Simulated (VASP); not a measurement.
# MgO (Fm-3m) in VASP: notebook

Runs on MgO. Level: PBEsol. Tasks: single point, relaxation of cell and atoms.

Everything below comes from runs of VASP 6.6.1. Logs are shortened: lines on timing, memory, paths and dates and some standing lists are left out, and cuts for length are marked.

## Step 1: The cell of the first run

The structure is cubic, space group Fm-3m (No. 225). Conventional cell: a = 4.214 Å, b = 4.214 Å, c = 4.214 Å, α = 90.00°, β = 90.00°, γ = 90.00°. Within 2.8 Å of Mg (site symmetry m-3m) lie 6 O at 2.11 Å. Within 2.8 Å of O (site symmetry m-3m) lie 6 Mg at 2.11 Å.

## Step 2: Single point, PBEsol

INCAR reads:

```
PREC = Accurate
ENCUT = 520
EDIFF = 1E-7
ISMEAR = 0
SIGMA = 0.02
LREAL = F
LASPH = T
NELM = 80
ALGO = Normal
ISIF = 2
LWAVE = F
LCHARG = F
GGA = PS
NBANDS = 11
```

KPOINTS reads:

```
regular mesh
0
Gamma
  10 10 10
```

POSCAR reads:

```
MgO
1.0
    0.0000000000      2.1070232061      2.1070232061
    2.1070232061      0.0000000000      2.1070232061
    2.1070232061      2.1070232061      0.0000000000
Mg O
1 1
Direct
    0.0000000000      0.0000000000      0.0000000000
    0.5000000000      0.5000000000      0.5000000000
```

Potentials or basis: VASP PAW PBE potentials, release 64 (Mg, O).

Launch:

```bash
$ cat potpaw_PBE.64/Mg/POTCAR potpaw_PBE.64/O/POTCAR > POTCAR
$ mpirun -np 1 vasp_std > vasp.out
```

OUTCAR:

```text
PREC = Accurate
   ENCUT = 520
   EDIFF = 1E-7
   ISMEAR = 0
   LREAL = F
   LASPH = T
   NELM = 80
   ISIF = 2
   GGA = PS

 ion  position               nearest neighbor table
   1  0.000  0.000  0.000-   2 2.11   2 2.11   2 2.11   2 2.11   2 2.11   2 2.11
   2  0.500  0.500  0.500-   1 2.11   1 2.11   1 2.11   1 2.11   1 2.11   1 2.11

  LATTYP: Found a face centered cubic cell.
 ALAT       =     4.2140464122

  Lattice vectors:

 A1 = (   0.0000000000,   2.1070232061,   2.1070232061)
 A2 = (   2.1070232061,   0.0000000000,   2.1070232061)
 A3 = (   2.1070232061,   2.1070232061,   0.0000000000)

Analysis of symmetry for initial positions (statically):
=====================================================================
 Subroutine PRICEL returns:
 Original cell was already a primitive cell.

 Routine SETGRP: Setting up the symmetry group for a
 face centered cubic supercell.

 Subroutine GETGRP returns: Found 48 space group operations
 (whereof 48 operations were pure point group operations)
 out of a pool of 48 trial point group operations.

The static configuration has the point symmetry O_h .

Analysis of symmetry for dynamics (positions and initial velocities):
=====================================================================
 Subroutine PRICEL returns:
 Original cell was already a primitive cell.

 Routine SETGRP: Setting up the symmetry group for a
 face centered cubic supercell.

 Subroutine GETGRP returns: Found 48 space group operations
 (whereof 48 operations were pure point group operations)
 out of a pool of 48 trial point group operations.

The dynamic configuration has the point symmetry O_h .

 Subroutine INISYM returns: Found 48 space group operations
 (whereof 48 operations are pure point group operations),
 and found     1 'primitive' translations

----------------------------------------------------------------------------------------

                                     Primitive cell

  volume of cell :      18.7085

  direct lattice vectors                    reciprocal lattice vectors
     0.000000000  2.107023206  2.107023206    -0.237301610  0.237301610  0.237301610
     2.107023206  0.000000000  2.107023206     0.237301610 -0.237301610  0.237301610
     2.107023206  2.107023206  0.000000000     0.237301610  0.237301610 -0.237301610

  length of vectors
     2.979780794  2.979780794  2.979780794     0.411018446  0.411018446  0.411018446

  position of ions in fractional coordinates (direct lattice)
     0.000000000  0.000000000  0.000000000
     0.500000000  0.500000000  0.500000000

  ion indices of the primitive-cell ions
   primitive index   ion index
                 1           1
                 2           2

----------------------------------------------------------------------------------------

 KPOINTS: regular mesh

Automatic generation of k-mesh.
 Grid dimensions read from file:
 generate k-points for:   10   10   10

 Generating k-lattice:

  Cartesian coordinates                     Fractional coordinates (reciprocal lattice)
    -0.023730161  0.023730161  0.023730161     0.100000000  0.000000000  0.000000000
     0.023730161 -0.023730161  0.023730161     0.000000000  0.100000000  0.000000000
     0.023730161  0.023730161 -0.023730161     0.000000000  0.000000000  0.100000000

  Length of vectors
     0.041101845  0.041101845  0.041101845

  Shift w.r.t. Gamma in fractional coordinates (k-lattice)
     0.000000000  0.000000000  0.000000000

 Subroutine IBZKPT returns following result:
 ===========================================

 Found     47 irreducible k-points:

 Following reciprocal coordinates:
            Coordinates               Weight
  0.000000  0.000000  0.000000      1.000000
  0.100000  0.000000  0.000000      8.000000
  0.200000  0.000000  0.000000      8.000000
  0.300000  0.000000  0.000000      8.000000
  0.400000  0.000000  0.000000      8.000000
  0.500000  0.000000  0.000000      4.000000
[... 16 lines left out ...]
  0.300000  0.300000  0.000000      6.000000
  0.400000  0.300000  0.000000     24.000000
 [... further k-points ...]
   k-points           NKPTS =     47   k-points in BZ     NKDIM =     47   number of bands    NBANDS=     11
   number of dos      NEDOS =    301   number of ions     NIONS =      2
   total plane-waves  NPLWV =  13824
   dimension x,y,z NGX =    24 NGY =   24 NGZ =   24
   dimension x,y,z NGXF=    48 NGYF=   48 NGZF=   48
   ions per type =               1   1
   NGX,Y,Z   is equivalent  to a cutoff of  13.39, 13.39, 13.39 a.u.
   NGXF,Y,Z  is equivalent  to a cutoff of  26.78, 26.78, 26.78 a.u.
 SYSTEM =  unknown system
   PREC   = accura    normal or accurate (medium, high low for compatibility)
   ISTART =      0    job   : 0-new  1-cont  2-samecut
   ICHARG =      2    charge: 1-file 2-atom 10-const
   ISPIN  =      1    spin polarized calculation?
   LNONCOLLINEAR =      F non collinear calculations
   LSORBIT =      F    spin-orbit coupling
   LASPH  =      T    aspherical Exc in radial PAW
   ENCUT  =  520.0 eV  38.22 Ry    6.18 a.u.   5.54  5.54  5.54*2*pi/ulx,y,z
   NELM   =     80;   NELMIN=  2; NELMDL= -5     # of ELM steps
   EDIFF  = 0.1E-06   stopping-criterion for ELM
   LREAL  =      F    real-space projection
   EDIFFG = 0.1E-05   stopping-criterion for IOM
   NSW    =      0    number of steps for IOM
   IBRION =     -1    ionic relax: 0-MD 1-quasi-New 2-CG
   NFREE  =      0    steps in history (QN), initial steepest desc. (CG)
   ISIF   =      2    stress and relaxation
   ISYM   =      2    0-nonsym 1-usesym 2-fastsym
   POTIM  = 0.5000    time-step for ionic-motion
   TEBEG  =    0.0;   TEEND  =   0.0 temperature during run
   PSTRESS=    0.0 pullay stress
   NELECT =       8.0000    total number of electrons
   NUPDOWN=      -1.0000    fix difference up-down
   EMIN   =  10.00;   EMAX   =-10.00  energy-range for DOS
   EFERMI =   0.00;   METHOD = LEGACY
   ISMEAR =     0;   SIGMA  =   0.02  broadening in eV -4-tet -1-fermi 0-gaus
   EFERMI_NEDOS =   21; number of points for ismear=-14 and -15
   IALGO  =     38    algorithm
   IMIX   =      4    mixing-type and parameters
     AMIX     =   0.40;   BMIX     =  1.00
     AMIX_MAG =   1.60;   BMIX_MAG =  1.00
  volume/ion in A,a.u.               =       9.35        63.13
  Fermi-wavevector in a.u.,A,eV,Ry     =   1.233367  2.330725 20.697089  1.521193
  Thomas-Fermi vector in A             =   2.368100
   LORBIT       =      0    0 simple, 1 ext, 2 COOP (PROOUT), +10 PAW based schemes
   GGA     = PS    functional components
   LHFCALC =     F    Hartree Fock is set to
   AEXX    =    0.0000 exact exchange contribution
   IVDW    =     0    specifies the selected vdW correction
   LEPSILON=     F    determine dielectric tensor
   LRPA    =     F    only Hartree local field effects (RPA)
 non-spin polarized calculation
 Gauss-broadening in eV      SIGMA  =   0.02
  energy-cutoff  :      520.00
  volume of cell :       18.71
 maximum number of plane-waves:       531
 NGX is ok and might be reduce to    24
   NGX = 11   NGY = 11   NGZ = 11

 number of electron       8.0000005 magnetization

 Free energy of the ion-electron system (eV)
  ---------------------------------------------------
  ext. energy  EPLUGINS =         0.00000000
  ---------------------------------------------------
  free energy    TOTEN  =       -12.51247599 eV

  energy without entropy =      -12.51247599  energy(sigma->0) =      -12.51247599

 E-fermi :   3.1489     XC(G=0): -11.3035

 val. band max:        3.0566034396   @ k =   0.0000   0.0000   0.0000
 cond. band min:       7.6773374283   @ k =   0.0000   0.0000   0.0000
 fundamental gap:      4.6207339887
 Fermi energy:         3.1489448917

 k-point     1 :       0.0000    0.0000    0.0000
  band No.  band energies     occupation
      1     -14.1419      2.00000
      2       3.0566      2.00000
      3       3.0566      2.00000
      4       3.0566      2.00000
      5       7.6773      0.00000
      6      18.6807      0.00000
      7      18.6807      0.00000
      8      18.6807      0.00000
      9      22.5197      0.00000
     10      24.4016      0.00000
     11      24.4016      0.00000

 k-point     2 :       0.1000    0.0000    0.0000
  band No.  band energies     occupation
      1     -14.0344      2.00000
      2       2.3933      2.00000
      3       2.9881      2.00000
      4       2.9881      2.00000
      5       8.3119      0.00000
      6      17.4197      0.00000
      7      18.9218      0.00000
      8      18.9218      0.00000
      9      23.6750      0.00000
     10      23.6750      0.00000
     11      24.1971      0.00000

 k-point     3 :       0.2000    0.0000    0.0000
  band No.  band energies     occupation
      1     -13.7384      2.00000
      2       1.0566      2.00000
      3       2.8146      2.00000
      4       2.8146      2.00000
      5       9.5050      0.00000
      6      15.9129      0.00000
      7      19.4111      0.00000
      8      19.4111      0.00000
      9      22.9796      0.00000
     10      22.9796      0.00000
     11      25.1554      0.00000

 k-point     4 :       0.3000    0.0000    0.0000
  band No.  band energies     occupation
      1     -13.3382      2.00000
      2      -0.2787      2.00000
      3       2.6108      2.00000
      4       2.6108      2.00000
      5      10.4194      0.00000
      6      15.2508      0.00000
      7      19.5385      0.00000
      8      19.5385      0.00000
      9      23.4117      0.00000
     10      23.4117      0.00000
     11      24.5582      0.00000
[... 239 lines left out ...]
 k-point    22 :      -0.2000    0.2000    0.0000
  band No.  band energies     occupation
      1     -13.2193      2.00000
      2      -0.0789      2.00000
      3       1.6986      2.00000
      4       2.6074      2.00000
      5      11.3912      0.00000
      6      14.7863      0.00000
      7      18.0351      0.00000
      8      20.7093      0.00000
      9      21.3568      0.00000
     10      24.2506      0.00000
     11      27.7273      0.00000

 k-point    23 :       0.3000    0.3000    0.0000
  band No.  band energies     occupation
      1     -13.1319      2.00000
      2      -0.1361      2.00000
      3       2.1076      2.00000
      4       2.1076      2.00000
      5      11.8090      0.00000
      6      13.2901      0.00000
      7      17.3487      0.00000
      8      20.8368      0.00000
      9      20.8368      0.00000
     10      27.0642      0.00000
     11      30.3198      0.00000

 k-point    24 :       0.4000    0.3000    0.0000
  band No.  band energies     occupation
      1     -12.8788      2.00000
      2      -0.5660      2.00000
      3       1.7355      2.00000
      4       1.9588      2.00000
      5      12.5098      0.00000
      6      13.0572      0.00000
      7      16.5212      0.00000
      8      21.0832      0.00000
      9      21.2874      0.00000
     10      27.8020      0.00000
     11      29.9214      0.00000

 [... further k-points ...]
[... 5 lines left out ...]
  --------------------------------------------------------------------------------------
  -------------------------------------------------------------------------------------
  Total       -0.0572839     -0.0572839     -0.0572839     -0.0000000      0.0000000      0.0000000
  in kB       -4.9057478     -4.9057478     -4.9057478     -0.0000000      0.0000000      0.0000000
  external PRESSURE =      -4.9057478 kB  Pullay stress =       0.0000000 kB

 VOLUME and BASIS-vectors are now :
 -----------------------------------------------------------------------------
  energy-cutoff  :      520.00
  volume of cell :       18.71
      direct lattice vectors                 reciprocal lattice vectors
     0.000000000  2.107023206  2.107023206    -0.237301610  0.237301610  0.237301610
     2.107023206  0.000000000  2.107023206     0.237301610 -0.237301610  0.237301610
     2.107023206  2.107023206  0.000000000     0.237301610  0.237301610 -0.237301610

 POSITION                                       TOTAL-FORCE (eV/Angst)
 -----------------------------------------------------------------------------------
      0.00000      0.00000      0.00000         0.000000      0.000000      0.000000
      2.10702      2.10702      2.10702        -0.000000     -0.000000      0.000000
 -----------------------------------------------------------------------------------
    total drift:                               -0.000000     -0.000000      0.000000

  FREE ENERGIE OF THE ION-ELECTRON SYSTEM (eV)
  ---------------------------------------------------
  free  energy   TOTEN  =       -12.5124759861 eV

  energy  without entropy=      -12.5124759861  energy(sigma->0) =      -12.51247599
```

Run time: 4.9 s. Hardware: 1 thread of Intel Xeon 6975P-C, shared host; peak memory 0.14 GiB.

Results:

```yaml
Free_energy: -12.5125 eV
Pressure: -0.5 GPa
Band_gap_on_the_k_mesh: 4.62 eV, direct
```

Caveat: the PAW data sets were made with another functional, which shifts forces and pressure a little.

## Step 3: Single point, PBEsol

INCAR reads:

```
PREC = Accurate
ENCUT = 520
EDIFF = 1E-6
ISMEAR = 0
SIGMA = 0.01
LREAL = False
LASPH = True
NELM = 100
ALGO = Normal
ISIF = 2
LWAVE = False
LCHARG = False
GGA = PS
NBANDS = 11
```

KPOINTS is that of step 2.

POSCAR is that of step 2.

Potentials or basis: VASP PAW PBE potentials, release 64 (Mg, O).

Launch:

```bash
$ cat potpaw_PBE.64/Mg/POTCAR potpaw_PBE.64/O/POTCAR > POTCAR
$ mpirun -np 1 vasp_std > vasp.out
```

It took 5.3 s on 1 thread of Intel Xeon 6975P-C, shared host; peak memory 0.14 GiB.

Results (log left out):

| Item | Value |
| --- | --- |
| Free energy | -12.5125 eV |
| Pressure | -0.5 GPa |
| Band gap on the k mesh | 4.62 eV, direct |

Levels at points of the mesh, in eV from the valence-band top:
```csv
k point,band 2,band 3,band 4,band 5,band 6,band 7
"(0.00, 0.00, 0.00)",0.00,0.00,0.00,4.62,15.62,15.62
"(0.50, 0.00, 0.00)",-4.67,-0.66,-0.66,7.74,12.49,16.16
"(0.50, 0.50, 0.00)",-4.14,-1.36,-1.36,8.92,9.86,12.96
```

Caveat: the PAW data sets were made with another functional, which shifts forces and pressure a little.

(Part 1 of 2 ends here.)
